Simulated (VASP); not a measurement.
Input of a VASP 6.6.1 run:

INCAR

```
SYSTEM = Pt
  ALGO = Normal
  EDIFF = 1E-6
  ENCUT = 520
  GGA = PS
  ISIF = 2
  ISMEAR = 1
  LASPH = .True.
  LCHARG = .False.
  LREAL = .False.
  LWAVE = .False.
  NBANDS = 11
  NELM = 80
  PREC = Accurate
  SIGMA = 0.05
```

File KPOINTS:

```
k-points
0
Gamma
  10 10 10
  0 0 0
```

The input POSCAR:

```
Pt
1.0
    0.0000000000      1.9674146658      1.9674146658
    1.9674146658      0.0000000000      1.9674146658
    1.9674146658      1.9674146658      0.0000000000
Pt
1
Direct
    0.0000000000      0.0000000000      0.0000000000
```

Potentials or basis: VASP PAW PBE potentials, release 64 (Pt).

Command:

```sh
$ cat potpaw_PBE.64/Pt/POTCAR > POTCAR
$ mpirun -np 1 vasp_std > vasp.out
```

Question: Predict the band gap on the k mesh.

Answer: Zero (band 5 reaches 11.39 eV, above the bottom of band 6 at 9.23 eV).

Question: Estimate the pressure.

Answer: -3.9 GPa.

Caveat: the PAW data sets were made with another functional, which shifts forces and pressure a little; spin-orbit coupling is left out, which moves the levels of the heavy elements.
